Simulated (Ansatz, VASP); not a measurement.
**One calculation of Si2Ni, two programs**

```
Si Ni
1.0
     0.00000    2.63538    2.63538
     2.63538    0.00000    2.63538
     2.63538    2.63538    0.00000
Si Ni
2 1
Cartesian
  1.3177 1.3177 1.3177
  3.9531 3.9531 3.9531
  0.0000 0.0000 0.0000
```

Alike in both runs: task single point; functional LDA; k mesh 8 × 8 × 8; occupations gaussian, width 0.05 eV; collinear spin.

|  | VASP | Ansatz |
| --- | --- | --- |
| version | VASP 6.6.1 | Ansatz 0.2.0 |
| potentials or method | VASP PAW LDA potentials, release 64 (Si, Ni), cutoff 520 eV | scalar-relativistic, plane waves, PAW |
| valence electrons in the cell | 18 | 26 |

```csv
,VASP,Ansatz,Ansatz less VASP
gap on the k mesh at the Fermi level (eV),none,none,-
pressure (GPa),7.8,7.7,-0.08
net moment per atom (μB),0.00,0.00,0.000
```

LDA's correlation is that of Perdew and Zunger in VASP and of Perdew and Wang (1992) in Ansatz. A gap of «none» marks a metal or a gap that the smearing closes. VASP's potentials hold 18 valence electrons a cell and Ansatz's 26, so a difference there can come from the potentials and not from the codes. Ansatz's warnings: seeded moment not kept.
